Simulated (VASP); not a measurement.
# Be4Ga2C (P6/mmm) in VASP: further runs

Runs on Be4Ga2C. Level: PBE. Tasks: single point.

All numbers are computed with VASP 6.6.1; they aren't measurements. Logs are shortened: lines on timing, memory, paths and dates and some standing lists are left out, and cuts for length are marked.

## (1) The cell of the first run

The structure is hexagonal, space group P6/mmm (No. 191). The conventional cell has a = 4.088 Å, b = 4.088 Å, c = 5.566 Å, α = 90.00°, β = 90.00°, γ = 120.00°. Within 3.1 Å of Be (site symmetry -6m2) lie 9 Be at 2.36 to 2.89 Å and 3 C at 2.36 Å and 2 Ga at 2.78 Å. Within 2.3 Å of Be (site symmetry 6mm) lie 1 C at 1.67 Å and 1 Be at 2.23 Å. Ga (site symmetry -6m2) has 3 Ga at 2.36 Å and 8 Be at 2.61 to 2.78 Å within 3.1 Å. Within 2.2 Å of C (site symmetry 6/mmm) lie 2 Be at 1.67 Å.

## (2) Single point, PBE

Input file INCAR:

```
SYSTEM = Be4Ga2C
  PREC = Accurate
  ENCUT = 520
  EDIFF = 1E-6
  ISMEAR = 0
  SIGMA = 0.1
  LREAL = .False.
  LASPH = .True.
  NELM = 100
  ALGO = Normal
  ISIF = 2
  LWAVE = .False.
  LCHARG = .True.
  GGA = PE
  LELF = .True.
  LVHAR = .True.
  NBANDS = 28
```

Input file KPOINTS:

```
Automatic mesh
0
Gamma
  12 12 8
  0 0 0
```

Input file POSCAR:

```
Be4Ga2C
1.0
    4.0879952891      0.0000000000      0.0000000000
   -2.0439976446      3.5403077709      0.0000000000
    0.0000000000      0.0000000000      5.5664788685
Be Ga C
4 2 1
Direct
    0.3333333333      0.6666666667      0.0000000000
    0.6666666667      0.3333333333      0.0000000000
    0.0000000000      0.0000000000      0.2999382070
    0.0000000000      0.0000000000      0.7000617930
    0.3333333333      0.6666666667      0.5000000000
    0.6666666667      0.3333333333      0.5000000000
    0.0000000000      0.0000000000      0.0000000000
```

Potentials or basis: VASP PAW PBE potentials, release 64 (Be, Ga_d, C).

On the command line:

```sh
$ cat potpaw_PBE.64/Be/POTCAR potpaw_PBE.64/Ga_d/POTCAR potpaw_PBE.64/C/POTCAR > POTCAR
$ mpirun -np 1 vasp_std > vasp.out
```

OUTCAR:

```text
SYSTEM = Be4Ga2C
   PREC = Accurate
   ENCUT = 520
   EDIFF = 1E-6
   ISMEAR = 0
   LREAL = .False.
   LASPH = .True.
   NELM = 100
   ISIF = 2
   GGA = PE

 ion  position               nearest neighbor table
   1  0.333  0.667  0.000-   2 2.36   2 2.36   2 2.36
   2  0.667  0.333  0.000-   1 2.36   1 2.36   1 2.36
   3  0.000  0.000  0.300-   7 1.67   4 2.23   6 2.61   5 2.61   6 2.61   5 2.61   6 2.61   5 2.61

   4  0.000  0.000  0.700-   7 1.67   3 2.23   6 2.61   5 2.61   6 2.61   5 2.61   6 2.61   5 2.61

   5  0.333  0.667  0.500-   6 2.36   6 2.36   6 2.36   3 2.61   4 2.61   4 2.61   3 2.61   4 2.61
                             3 2.61
   6  0.667  0.333  0.500-   5 2.36   5 2.36   5 2.36   3 2.61   4 2.61   3 2.61   4 2.61   3 2.61
                             4 2.61
   7  0.000  0.000  0.000-   3 1.67   4 1.67

  LATTYP: Found a hexagonal cell.
 ALAT       =     4.0879952891
 C/A-ratio  =     1.3616646974

  Lattice vectors:

 A1 = (   4.0879952891,   0.0000000000,   0.0000000000)
 A2 = (  -2.0439976446,   3.5403077709,   0.0000000000)
 A3 = (   0.0000000000,   0.0000000000,   5.5664788685)

Analysis of symmetry for initial positions (statically):
=====================================================================
 Subroutine PRICEL returns:
 Original cell was already a primitive cell.

 Routine SETGRP: Setting up the symmetry group for a
 hexagonal supercell.

 Subroutine GETGRP returns: Found 24 space group operations
 (whereof 24 operations were pure point group operations)
 out of a pool of 24 trial point group operations.

The static configuration has the point symmetry D_6h.

Analysis of symmetry for dynamics (positions and initial velocities):
=====================================================================
 Subroutine PRICEL returns:
 Original cell was already a primitive cell.

 Routine SETGRP: Setting up the symmetry group for a
 hexagonal supercell.

 Subroutine GETGRP returns: Found 24 space group operations
 (whereof 24 operations were pure point group operations)
 out of a pool of 24 trial point group operations.

The dynamic configuration has the point symmetry D_6h.

 Subroutine INISYM returns: Found 24 space group operations
 (whereof 24 operations are pure point group operations),
 and found     1 'primitive' translations

----------------------------------------------------------------------------------------

                                     Primitive cell

  volume of cell :      80.5623

  direct lattice vectors                    reciprocal lattice vectors
     4.087995289  0.000000000  0.000000000     0.244618677  0.141230659  0.000000000
    -2.043997645  3.540307771  0.000000000     0.000000000  0.282461318  0.000000000
     0.000000000  0.000000000  5.566478868     0.000000000  0.000000000  0.179646779

  length of vectors
     4.087995289  4.087995289  5.566478868     0.282461318  0.282461318  0.179646779

  position of ions in fractional coordinates (direct lattice)
     0.333333333  0.666666667  0.000000000
     0.666666667  0.333333333  0.000000000
     0.000000000  0.000000000  0.299938207
     0.000000000  0.000000000  0.700061793
     0.333333333  0.666666667  0.500000000
     0.666666667  0.333333333  0.500000000
     0.000000000  0.000000000  0.000000000

  ion indices of the primitive-cell ions
   primitive index   ion index
                 1           1
                 2           2
                 3           3
                 4           4
                 5           5
                 6           6
                 7           7

----------------------------------------------------------------------------------------

 KPOINTS: Automatic mesh

Automatic generation of k-mesh.
 Grid dimensions read from file:
 generate k-points for:   12   12    8

 Generating k-lattice:

  Cartesian coordinates                     Fractional coordinates (reciprocal lattice)
     0.020384890  0.011769222  0.000000000     0.083333333  0.000000000  0.000000000
     0.000000000  0.023538443  0.000000000     0.000000000  0.083333333  0.000000000
     0.000000000  0.000000000  0.022455847     0.000000000  0.000000000  0.125000000

  Length of vectors
     0.023538443  0.023538443  0.022455847

  Shift w.r.t. Gamma in fractional coordinates (k-lattice)
     0.000000000  0.000000000  0.000000000

 Subroutine IBZKPT returns following result:
 ===========================================

 Found     95 irreducible k-points:

 Following reciprocal coordinates:
            Coordinates               Weight
  0.000000  0.000000  0.000000      1.000000
  0.083333  0.000000  0.000000      6.000000
  0.166667  0.000000  0.000000      6.000000
  0.250000  0.000000  0.000000      6.000000
  0.333333  0.000000  0.000000      6.000000
  0.416667 -0.000000  0.000000      6.000000
[... 16 lines left out ...]
  0.250000  0.000000  0.125000     12.000000
  0.333333  0.000000  0.125000     12.000000
 [... further k-points ...]
   k-points           NKPTS =     95   k-points in BZ     NKDIM =     95   number of bands    NBANDS=     28
   number of dos      NEDOS =    301   number of ions     NIONS =      7
   total plane-waves  NPLWV =  37800
   dimension x,y,z NGX =    30 NGY =   30 NGZ =   42
   dimension x,y,z NGXF=    60 NGYF=   60 NGZF=   84
   ions per type =               4   2   1
   NGX,Y,Z   is equivalent  to a cutoff of  12.20, 12.20, 12.54 a.u.
   NGXF,Y,Z  is equivalent  to a cutoff of  24.40, 24.40, 25.09 a.u.
 SYSTEM =  Be4Ga2C
   PREC   = accura    normal or accurate (medium, high low for compatibility)
   ISTART =      0    job   : 0-new  1-cont  2-samecut
   ICHARG =      2    charge: 1-file 2-atom 10-const
   ISPIN  =      1    spin polarized calculation?
   LNONCOLLINEAR =      F non collinear calculations
   LSORBIT =      F    spin-orbit coupling
   LASPH  =      T    aspherical Exc in radial PAW
   ENCUT  =  520.0 eV  38.22 Ry    6.18 a.u.   7.60  7.60 10.35*2*pi/ulx,y,z
   NELM   =    100;   NELMIN=  2; NELMDL= -5     # of ELM steps
   EDIFF  = 0.1E-05   stopping-criterion for ELM
   LREAL  =      F    real-space projection
   EDIFFG = 0.1E-04   stopping-criterion for IOM
   NSW    =      0    number of steps for IOM
   IBRION =     -1    ionic relax: 0-MD 1-quasi-New 2-CG
   NFREE  =      0    steps in history (QN), initial steepest desc. (CG)
   ISIF   =      2    stress and relaxation
   ISYM   =      2    0-nonsym 1-usesym 2-fastsym
   POTIM  = 0.5000    time-step for ionic-motion
   TEBEG  =    0.0;   TEEND  =   0.0 temperature during run
   PSTRESS=    0.0 pullay stress
   NELECT =      38.0000    total number of electrons
   NUPDOWN=      -1.0000    fix difference up-down
   EMIN   =  10.00;   EMAX   =-10.00  energy-range for DOS
   EFERMI =   0.00;   METHOD = LEGACY
   ISMEAR =     0;   SIGMA  =   0.10  broadening in eV -4-tet -1-fermi 0-gaus
   EFERMI_NEDOS =   21; number of points for ismear=-14 and -15
   IALGO  =     38    algorithm
   IMIX   =      4    mixing-type and parameters
     AMIX     =   0.40;   BMIX     =  1.00
     AMIX_MAG =   1.60;   BMIX_MAG =  1.00
  volume/ion in A,a.u.               =      11.51        77.67
  Fermi-wavevector in a.u.,A,eV,Ry     =   1.274360  2.408191 22.095762  1.623993
  Thomas-Fermi vector in A             =   2.407132
   LORBIT       =      0    0 simple, 1 ext, 2 COOP (PROOUT), +10 PAW based schemes
   GGA     = PE    functional components
   LHFCALC =     F    Hartree Fock is set to
   AEXX    =    0.0000 exact exchange contribution
   IVDW    =     0    specifies the selected vdW correction
   LEPSILON=     F    determine dielectric tensor
   LRPA    =     F    only Hartree local field effects (RPA)
 non-spin polarized calculation
 Gauss-broadening in eV      SIGMA  =   0.10
  energy-cutoff  :      520.00
  volume of cell :       80.56
 maximum number of plane-waves:      2193
   NGX = 15   NGY = 15   NGZ = 21

 number of electron      38.0000005 magnetization

 Free energy of the ion-electron system (eV)
  ---------------------------------------------------
  ext. energy  EPLUGINS =         0.00000000
  ---------------------------------------------------
  free energy    TOTEN  =       -25.18132738 eV

  energy without entropy =      -25.17196009  energy(sigma->0) =      -25.17664373

 E-fermi :   6.1466     XC(G=0): -10.7532

 val. band max:        6.1452781922   @ k =   0.1667   0.1667   0.1250
 cond. band min:       6.1504954279   @ k =   0.4167   0.1667   0.1250
 fundamental gap:      0.0052172357
 Fermi energy:         6.1466283933

 k-point     1 :       0.0000    0.0000    0.0000
  band No.  band energies     occupation
      1      -9.4633      2.00000
      2      -9.3222      2.00000
      3      -9.3222      2.00000
      4      -9.2592      2.00000
      5      -9.2592      2.00000
      6      -9.1406      2.00000
[... 20 lines left out ...]
     27      10.0042      0.00000
     28      10.0042      0.00000

 k-point     2 :       0.0833    0.0000    0.0000
  band No.  band energies     occupation
      1      -9.4611      2.00000
      2      -9.3557      2.00000
      3      -9.3510      2.00000
      4      -9.2631      2.00000
      5      -9.2571      2.00000
      6      -9.1080      2.00000
[... 20 lines left out ...]
     27       9.8718      0.00000
     28      10.0634      0.00000

 k-point     3 :       0.1667    0.0000    0.0000
  band No.  band energies     occupation
      1      -9.4684      2.00000
      2      -9.4153      2.00000
      3      -9.3907      2.00000
      4      -9.2732      2.00000
      5      -9.2510      2.00000
      6      -9.0480      2.00000
[... 20 lines left out ...]
     27      10.3383      0.00000
     28      10.8898      0.00000

 k-point     4 :       0.2500    0.0000    0.0000
  band No.  band energies     occupation
      1      -9.5097      2.00000
      2      -9.4702      2.00000
      3      -9.3908      2.00000
      4      -9.2862      2.00000
      5      -9.2418      2.00000
      6      -8.9992      2.00000
[... 20 lines left out ...]
     27      11.1339      0.00000
     28      12.4737      0.00000

 k-point     5 :       0.3333    0.0000    0.0000
  band No.  band energies     occupation
      1      -9.5565      2.00000
      2      -9.5122      2.00000
      3      -9.3743      2.00000
      4      -9.2985      2.00000
      5      -9.2311      2.00000
      6      -8.9943      2.00000
[... 20 lines left out ...]
     27      12.4756      0.00000
     28      13.1095      0.00000

 k-point     6 :       0.4167   -0.0000    0.0000
  band No.  band energies     occupation
      1      -9.5888      2.00000
      2      -9.5381      2.00000
      3      -9.3601      2.00000
      4      -9.3071      2.00000
      5      -9.2222      2.00000
      6      -9.0103      2.00000
[... 463 lines left out ...]
      5      -9.2572      2.00000
      6      -9.1080      2.00000
[... 20 lines left out ...]
     27      10.2855      0.00000
     28      10.3717      0.00000

 k-point    22 :       0.1667    0.0000    0.1250
  band No.  band energies     occupation
      1      -9.4683      2.00000
      2      -9.4153      2.00000
      3      -9.3906      2.00000
      4      -9.2733      2.00000
      5      -9.2512      2.00000
      6      -9.0480      2.00000
[... 20 lines left out ...]
     27      10.2850      0.00000
     28      10.9152      0.00000

 k-point    23 :       0.2500    0.0000    0.1250
  band No.  band energies     occupation
      1      -9.5097      2.00000
      2      -9.4702      2.00000
      3      -9.3907      2.00000
      4      -9.2864      2.00000
      5      -9.2420      2.00000
      6      -8.9991      2.00000
[... 20 lines left out ...]
     27      11.0000      0.00000
     28      12.1207      0.00000

 k-point    24 :       0.3333    0.0000    0.1250
  band No.  band energies     occupation
      1      -9.5565      2.00000
      2      -9.5122      2.00000
      3      -9.3743      2.00000
      4      -9.2987      2.00000
      5      -9.2316      2.00000
      6      -8.9946      2.00000
[... 20 lines left out ...]
     27      12.3357      0.00000
     28      12.5754      0.00000

 [... further k-points ...]

------------------------ aborting loop because EDIFF is reached ----------------------------------------

  FORCE on cell =-STRESS in cart. coord.  units (eV):
  Direction    XX          YY          ZZ          XY          YZ          ZX
  --------------------------------------------------------------------------------------
  -------------------------------------------------------------------------------------
  Total        0.0844548      0.0844548      0.0632977     -0.0000000      0.0000000      0.0000000
  in kB        1.6795892      1.6795892      1.2588294     -0.0000000      0.0000000      0.0000000
  external PRESSURE =       1.5393360 kB  Pullay stress =       0.0000000 kB

 VOLUME and BASIS-vectors are now :
 -----------------------------------------------------------------------------
  energy-cutoff  :      520.00
  volume of cell :       80.56
      direct lattice vectors                 reciprocal lattice vectors
     4.087995289  0.000000000  0.000000000     0.244618677  0.141230659  0.000000000
    -2.043997645  3.540307771  0.000000000     0.000000000  0.282461318  0.000000000
     0.000000000  0.000000000  5.566478868     0.000000000  0.000000000  0.179646779

 POSITION                                       TOTAL-FORCE (eV/Angst)
 -----------------------------------------------------------------------------------
     -0.00000      2.36021      0.00000        -0.000000     -0.000000     -0.000000
      2.04400      1.18010      0.00000        -0.000000     -0.000000      0.000000
      0.00000      0.00000      1.66960        -0.000000     -0.000000      0.008371
      0.00000      0.00000      3.89688        -0.000000     -0.000000     -0.008371
     -0.00000      2.36021      2.78324         0.000000     -0.000000      0.000000
      2.04400      1.18010      2.78324        -0.000000      0.000000      0.000000
      0.00000      0.00000      0.00000        -0.000000     -0.000000      0.000000
 -----------------------------------------------------------------------------------
    total drift:                                0.000000     -0.000000      0.000000

  FREE ENERGIE OF THE ION-ELECTRON SYSTEM (eV)
  ---------------------------------------------------
  free  energy   TOTEN  =       -25.1813273786 eV

  energy  without entropy=      -25.1719600913  energy(sigma->0) =      -25.17664373
```

It took 2.2 min on 1 thread of Intel Xeon Platinum 8375C at 2.90GHz (Ice Lake), shared host; peak memory 0.31 GiB.

Results:

- Free energy: -25.1813 eV
- Pressure: 0.2 GPa
- Largest force: 0.008 eV/Å
- Band gap on the k mesh: zero (bands 19 and 20 overlap by 1.89 eV)

Forces on the atoms (eV/Å):
```
Be   0.000  0.000  0.000
Be   0.000  0.000  0.000
Be   0.000  0.000  0.008
Be   0.000  0.000 -0.008
Ga   0.000  0.000  0.000
Ga   0.000  0.000  0.000
C    0.000  0.000  0.000
```

Levels at points of the mesh, in eV from the Fermi level:
| k point | band 15 | band 16 | band 17 | band 18 | band 19 | band 20 | band 21 | band 22 | band 23 | band 24 |
| --- | --- | --- | --- | --- | --- | --- | --- | --- | --- | --- |
| (0.00, 0.00, 0.00) | -2.95 | -1.24 | -1.03 | -0.89 | -0.89 | 1.07 | 1.33 | 1.33 | 1.81 | 1.81 |
| (0.50, 0.00, 0.00) | -4.91 | -4.62 | -3.53 | -1.92 | -1.90 | 0.15 | 0.74 | 2.59 | 4.39 | 5.09 |
| (0.00, 0.00, 0.50) | -2.65 | -2.65 | -0.14 | -0.14 | -0.06 | -0.06 | 0.46 | 0.46 | 1.08 | 1.08 |
| (0.50, 0.00, 0.50) | -4.13 | -3.68 | -3.47 | -1.91 | -1.44 | 0.54 | 1.84 | 2.96 | 4.88 | 5.09 |

## (3) Single point, PBE

Input file INCAR:

```
SYSTEM = Be4Ga2C
PREC = Accurate ; ENCUT = 520
EDIFF = 1E-6 ; ISMEAR = 0
SIGMA = 0.1 ; LREAL = .FALSE.
LASPH = .TRUE. ; NELM = 100
ALGO = Normal ; ISIF = 2
LWAVE = .FALSE. ; LCHARG = .FALSE.
GGA = PE ; NBANDS = 28
```

Input file KPOINTS:

```
regular mesh
0
G
  12 12 8
  0 0 0
```

POSCAR is that of step 2.

Potentials or basis: VASP PAW PBE potentials, release 64 (Be, Ga_d, C).

On the command line:

```sh
$ cat potpaw_PBE.64/Be/POTCAR potpaw_PBE.64/Ga_d/POTCAR potpaw_PBE.64/C/POTCAR > POTCAR
$ mpirun -np 1 vasp_std > vasp.out
```

OUTCAR:

```text
SYSTEM = Be4Ga2C
   PREC = Accurate
   ENCUT = 520
   EDIFF = 1E-6
   ISMEAR = 0
   LREAL = .FALSE.
   LASPH = .TRUE.
   NELM = 100
   ISIF = 2
   GGA = PE

 ion  position               nearest neighbor table
   1  0.333  0.667  0.000-   2 2.36   2 2.36   2 2.36
   2  0.667  0.333  0.000-   1 2.36   1 2.36   1 2.36
   3  0.000  0.000  0.300-   7 1.67   4 2.23   6 2.61   5 2.61   6 2.61   5 2.61   6 2.61   5 2.61

   4  0.000  0.000  0.700-   7 1.67   3 2.23   6 2.61   5 2.61   6 2.61   5 2.61   6 2.61   5 2.61

   5  0.333  0.667  0.500-   6 2.36   6 2.36   6 2.36   3 2.61   4 2.61   4 2.61   3 2.61   4 2.61
                             3 2.61
[... 957 lines left out ...]
  Total        0.0844548      0.0844548      0.0632977     -0.0000000      0.0000000      0.0000000
  in kB        1.6795892      1.6795892      1.2588294     -0.0000000      0.0000000      0.0000000
  external PRESSURE =       1.5393360 kB  Pullay stress =       0.0000000 kB

 VOLUME and BASIS-vectors are now :
 -----------------------------------------------------------------------------
  energy-cutoff  :      520.00
  volume of cell :       80.56
      direct lattice vectors                 reciprocal lattice vectors
     4.087995289  0.000000000  0.000000000     0.244618677  0.141230659  0.000000000
    -2.043997645  3.540307771  0.000000000     0.000000000  0.282461318  0.000000000
     0.000000000  0.000000000  5.566478868     0.000000000  0.000000000  0.179646779

 POSITION                                       TOTAL-FORCE (eV/Angst)
 -----------------------------------------------------------------------------------
     -0.00000      2.36021      0.00000        -0.000000     -0.000000     -0.000000
      2.04400      1.18010      0.00000        -0.000000     -0.000000      0.000000
      0.00000      0.00000      1.66960        -0.000000     -0.000000      0.008371
      0.00000      0.00000      3.89688        -0.000000     -0.000000     -0.008371
     -0.00000      2.36021      2.78324         0.000000     -0.000000      0.000000
      2.04400      1.18010      2.78324        -0.000000      0.000000      0.000000
      0.00000      0.00000      0.00000        -0.000000     -0.000000      0.000000
 -----------------------------------------------------------------------------------
    total drift:                                0.000000     -0.000000      0.000000

  FREE ENERGIE OF THE ION-ELECTRON SYSTEM (eV)
  ---------------------------------------------------
  free  energy   TOTEN  =       -25.1813273786 eV

  energy  without entropy=      -25.1719600913  energy(sigma->0) =      -25.17664373
```

Run time: 2.1 min. Hardware: 1 thread of Intel Xeon Platinum 8375C at 2.90GHz (Ice Lake), shared host; peak memory 0.31 GiB.

Results:

```yaml
Free_energy: -25.1813 eV
Pressure: 0.2 GPa
Largest_force: 0.008 eV/Å
Band_gap_on_the_k_mesh: zero (bands 19 and 20 overlap by 1.89 eV)
```

Forces on the atoms (eV/Å):
```
Be   0.000  0.000  0.000
Be   0.000  0.000  0.000
Be   0.000  0.000  0.008
Be   0.000  0.000 -0.008
Ga   0.000  0.000  0.000
Ga   0.000  0.000  0.000
C    0.000  0.000  0.000
```
